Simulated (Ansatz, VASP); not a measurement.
This is a calculation of CuI for Ansatz 0.2.0.

Contents of input.yaml:

```yaml
crystal:
  lattice:
    - [4.1172843714, 0.0, 0.0]
    - [0.0, 4.1172843714, 0.0]
    - [0.0, 0.0, 6.5948464438]
  atoms:
    - { symbol: I, position: [0.0, 0.5, 0.74303436] }
    - { symbol: I, position: [0.5, 0.0, 0.25696564] }
    - { symbol: Cu, position: [0.0, 0.0, 0.0] }
    - { symbol: Cu, position: [0.5, 0.5, 0.0] }
kpoints:
  mp_grid: { grid: [7, 7, 4] }
scf:
  occupations: { method: fermi_dirac, width: 0.05 }
hamiltonian:
  xc: pbe
  pseudopotentials: { kind: all_electron, lapw: { basis_error: 0.001 } }
output:
  forces: true
  stress: true
  eigenvalues: true
```

Potentials or basis: all-electron LAPW, scalar-relativistic.

The run is started by

```sh
$ ansatz run input.yaml --threads 2 --pin off --max-ram 6144MiB --backend cpu --events-out ev --progress --plain --runs-dir out
```

**Question.** Translate it to VASP 6.6.1. Potentials there: VASP PAW PBE potentials, release 64 (I, Cu).

**Answer.** As run (the cutoff follows the program's own potentials):

Contents of INCAR:

```
SYSTEM = CuI
ALGO     = Normal         ! electronic algorithm
EDIFF    = 1E-7           ! SCF threshold, eV
ENCUT    = 520            ! plane-wave cutoff, eV
GGA      = PE             ! functional
ISIF     = 2              ! what is computed and relaxed
ISMEAR   = -1             ! smearing method
LASPH    = .TRUE.         ! aspherical terms in the spheres
LCHARG   = .FALSE.        ! write CHGCAR
LREAL    = .FALSE.        ! projectors in reciprocal space
LWAVE    = .FALSE.        ! write WAVECAR
NBANDS   = 26             ! bands
NELM     = 80             ! most SCF steps
PREC     = Accurate       ! precision mode
SIGMA    = 0.05           ! smearing width, eV
```

File KPOINTS:

```
k-points
0
G
  7 7 4
  0 0 0
```

POSCAR

```
CuI
1.0
    4.1172843714      0.0000000000      0.0000000000
    0.0000000000      4.1172843714      0.0000000000
    0.0000000000      0.0000000000      6.5948464438
I Cu
2 2
Direct
    0.0000000000      0.5000000000      0.7430343600
    0.5000000000      0.0000000000      0.2569656400
    0.0000000000      0.0000000000      0.0000000000
    0.5000000000      0.5000000000      0.0000000000
```

Potentials or basis: VASP PAW PBE potentials, release 64 (I, Cu).

The run is started by

```console
$ cat potpaw_PBE.64/I/POTCAR potpaw_PBE.64/Cu/POTCAR > POTCAR
$ mpirun -np 1 vasp_std > vasp.out
```

Both were run:

|  | VASP | Ansatz | Ansatz less VASP |
| --- | --- | --- | --- |
| gap on the k mesh at the Fermi level (eV) | 1.59 | 1.58 | -0.010 |
| least direct gap on the mesh (eV) | 1.59 | 1.58 | -0.010 |
| pressure (GPa) | 0.5 | 0.4 | -0.04 |
| traceless stress, the component that is largest in VASP (GPa) | 0.14 | 0.16 | +0.024 |
| rms of the force components (eV/Å) | 0.006 | 0.008 | +0.0024 |

Atom by atom the forces differ by 0.002 eV/Å (rms over components). Ansatz ran all-electron here, and VASP with PAW potentials.

Spin-orbit coupling is off throughout.
